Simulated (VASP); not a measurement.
## C: single point with PBE

C:

```xyz
4
Lattice="2.4474 0.0000 0.0000 -1.2237 2.1195 0.0000 0.0000 0.0000 6.0959" Properties=species:S:1:pos:R:3 pbc="T T T"
C     0.0000    0.0000    1.5240
C     0.0000    0.0000    4.5719
C     0.0000    1.4130    1.5240
C     1.2237    0.7065    4.5719
```

```
Program                : VASP 6.6.1
Task                   : single point
Functional             : PBE
Potentials or basis    : VASP PAW PBE potentials, release 64 (C)
Cutoff                 : 520 eV
k mesh                 : 21 × 21 × 8
Occupations            : gaussian, width 0.1 eV
Spin                   : no spin polarisation
Dipole correction      : no
Further INCAR settings : ALGO = Normal; EDIFF = 1e-06; NBANDS = 16
```

```yaml
Pressure: 10.5 GPa
Band_gap_on_the_k_mesh: zero (bands 8 and 9 overlap by 0.08 eV)
```

Stress tensor (GPa, compression positive):
```
10.79  0.00  0.00
 0.00 10.79  0.00
 0.00  0.00  9.88
```

Levels at points of the mesh, in eV from the Fermi level:
| k point | band 5 | band 6 | band 7 | band 8 | band 9 | band 10 | band 11 | band 12 |
| --- | --- | --- | --- | --- | --- | --- | --- | --- |
| (0.00, 0.00, 0.00) | -2.97 | -2.97 | -2.92 | -2.92 | 5.23 | 8.48 | 8.48 | 8.59 |
| (0.00, 0.00, 0.50) | -2.95 | -2.95 | -2.95 | -2.95 | 8.54 | 8.54 | 8.54 | 8.54 |

Run time: 42 s on 1 thread of Intel(R) Xeon(R) 6975P-C (Granite Rapids), with other jobs on the host, peak memory 0.2 GiB.

Caveat: the cell stands under pressure; this functional lacks dispersion, which binds the layers, so the pressure and a relaxed spacing across them are unreliable.
